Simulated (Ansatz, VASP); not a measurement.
Sc2GeSe: VASP beside Ansatz

```
CELL_PARAMETERS angstrom
4.60158 0.00000 0.00000
-2.30079 3.98509 0.00000
0.00000 0.00000 5.58762
ATOMIC_POSITIONS crystal
Sc 0.33333 0.66667 0.65512
Sc 0.66667 0.33333 0.65512
Ge 0.00000 0.00000 0.87861
Se 0.00000 0.00000 0.38209
```

Alike in both runs: functional PBE; k mesh 6 × 6 × 4; occupations gaussian, width 0.1 eV; no spin polarisation.

Ansatz relaxed the structure, and its values are those at the end. VASP's run is a single point on that final structure, the one shown.

|  | VASP | Ansatz |
| --- | --- | --- |
| version | VASP 6.6.1 | Ansatz 0.2.0 |
| potentials or method | VASP PAW PBE potentials, release 64 (Sc_sv, Ge_d, Se), cutoff 520 eV | scalar-relativistic, plane waves, PAW |
| valence electrons in the cell | 42 | 52 |

Ansatz gave:

```
gap on the k mesh at the Fermi level (eV) : none
pressure (GPa)                            : 0.0
rms of the force components (eV/Å)        : 0.002
```

What did VASP give for the same quantities?

gap on the k mesh at the Fermi level (eV): none; pressure (GPa): 0.1; rms of the force components (eV/Å): 0.005.

A gap of «none» marks a metal or a gap that the smearing closes. VASP's potentials hold 42 valence electrons a cell and Ansatz's 52, so a difference there can come from the potentials and not from the codes.
